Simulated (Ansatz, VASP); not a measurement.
## Two plane-wave programs on Sn3PbSe4

The input INCAR:

```
SYSTEM = Sn3PbSe4
PREC = Accurate ; ENCUT = 520
EDIFF = 1E-7 ; ISMEAR = 0
SIGMA = 0.1 ; LREAL = .FALSE.
LASPH = .TRUE. ; NELM = 60
ALGO = Normal ; ISIF = 2
LWAVE = .FALSE. ; LCHARG = .FALSE.
GGA = PE ; NBANDS = 50
```

The input KPOINTS:

```
regular mesh
0
G
  6 6 6
  0 0 0
```

File POSCAR:

```
Sn3PbSe4
1.0
    6.1036531032      0.0000000000      0.0000000000
    0.0000000000      6.1036531032      0.0000000000
    0.0000000000      0.0000000000      6.1036531032
Sn Pb Se
3 1 4
Direct
    0.5000000000      0.0000000000      0.0000000000
    0.0000000000      0.0000000000      0.5000000000
    0.0000000000      0.5000000000      0.0000000000
    0.5000000000      0.5000000000      0.5000000000
    0.0000000000      0.5000000000      0.5000000000
    0.5000000000      0.5000000000      0.0000000000
    0.0000000000      0.0000000000      0.0000000000
    0.5000000000      0.0000000000      0.5000000000
```

Input for Ansatz:

```yaml
crystal:
  lattice:
    - [6.1036531032, 0.0, 0.0]
    - [0.0, 6.1036531032, 0.0]
    - [0.0, 0.0, 6.1036531032]
  atoms:
    - { symbol: Sn, position: [0.5, 0.0, 0.0] }
    - { symbol: Sn, position: [0.0, 0.0, 0.5] }
    - { symbol: Sn, position: [0.0, 0.5, 0.0] }
    - { symbol: Pb, position: [0.5, 0.5, 0.5] }
    - { symbol: Se, position: [0.0, 0.5, 0.5] }
    - { symbol: Se, position: [0.5, 0.5, 0.0] }
    - { symbol: Se, position: [0.0, 0.0, 0.0] }
    - { symbol: Se, position: [0.5, 0.0, 0.5] }
basis:
  ecutwfc: 420
kpoints:
  mp_grid: { grid: [6, 6, 6] }
  band_path:
    path:
      - [[0.0, 0.0, 0.0], [0.0, 0.5, 0.0], [0.5, 0.5, 0.0], [0.0, 0.0, 0.0], [0.5, 0.5, 0.5], [0.0, 0.5, 0.0]]
      - [[0.5, 0.5, 0.5], [0.5, 0.5, 0.0]]
    npoints: 14
hamiltonian:
  xc: pbe
scf:
  occupations: { method: gaussian, width: 0.1 }
  n_extra_bands: 20
output:
  forces: true
  stress: true
  eigenvalues: true
  populations: true
  dos: { projected: true, de: 0.02, nscf_kmesh: { grid: [8, 8, 8] } }
  bader: true
  write_density: true
  write_potential: true
  elf: true
  volumetric_format: npy
```

Alike in both runs: task single point; functional PBE; k mesh 6 × 6 × 6; occupations gaussian, width 0.1 eV; no spin polarisation.

|  | VASP | Ansatz |
| --- | --- | --- |
| version | VASP 6.6.1 | Ansatz 0.2.0 |
| potentials or method | VASP PAW PBE potentials, release 64 (Sn_d, Pb_d, Se), cutoff 520 eV | scalar-relativistic, plane waves, PAW |
| valence electrons in the cell | 80 | 120 |

```csv
,VASP,Ansatz,Ansatz less VASP
gap on the k mesh at the Fermi level (eV),none,none,-
pressure (GPa),0.0,0.0,+0.01
```

A gap of «none» marks a metal or a gap that the smearing closes. With one functional, cell and mesh, what is left measures potentials, basis and numerics. VASP's potentials hold 80 valence electrons a cell and Ansatz's 120, so a difference there can come from the potentials and not from the codes.

Spin-orbit coupling is off throughout.
